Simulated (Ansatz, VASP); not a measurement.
One calculation of Al3Cu, two programs

```xyz
4
Lattice="3.8034 0.0000 0.0000 0.0000 4.0864 0.0000 0.0000 0.0000 3.6749" Properties=species:S:1:pos:R:3 pbc="T T T"
Al    0.0000    2.0432    1.8374
Al    1.9017    0.0000    1.8374
Al    1.9017    2.0432    0.0000
Cu    0.0000    0.0000    0.0000
```

Change from the starting cell: strain +e along x and -e along y -0.0367, strain +e along z and -e/2 along x and y -0.0467.

Alike in both runs: task single point; functional LDA; k mesh 10 × 10 × 10; occupations gaussian, width 0.15 eV; no spin polarisation.

|  | VASP | Ansatz |
| --- | --- | --- |
| version | VASP 6.6.1 | Ansatz 0.2.0 |
| potentials or method | VASP PAW LDA potentials, release 64 (Al, Cu), cutoff 520 eV | scalar-relativistic, plane waves, PAW |
| valence electrons in the cell | 20 | 28 |

VASP gave:

* gap on the k mesh at the Fermi level (eV): none
* pressure (GPa): 1.3
* traceless stress, the component that is largest in VASP (GPa): -6.43

Q: Estimate Ansatz's values.

A: gap on the k mesh at the Fermi level (eV): none; pressure (GPa): 0.8; traceless stress, the component that is largest in VASP (GPa): -6.38.

Ansatz warns that its potentials were made for another functional, while VASP's fit it. LDA's correlation is that of Perdew and Zunger in VASP and of Perdew and Wang (1992) in Ansatz. A gap of «none» marks a metal or a gap that the smearing closes. VASP's potentials hold 20 valence electrons a cell and Ansatz's 28, so a difference there can come from the potentials and not from the codes.
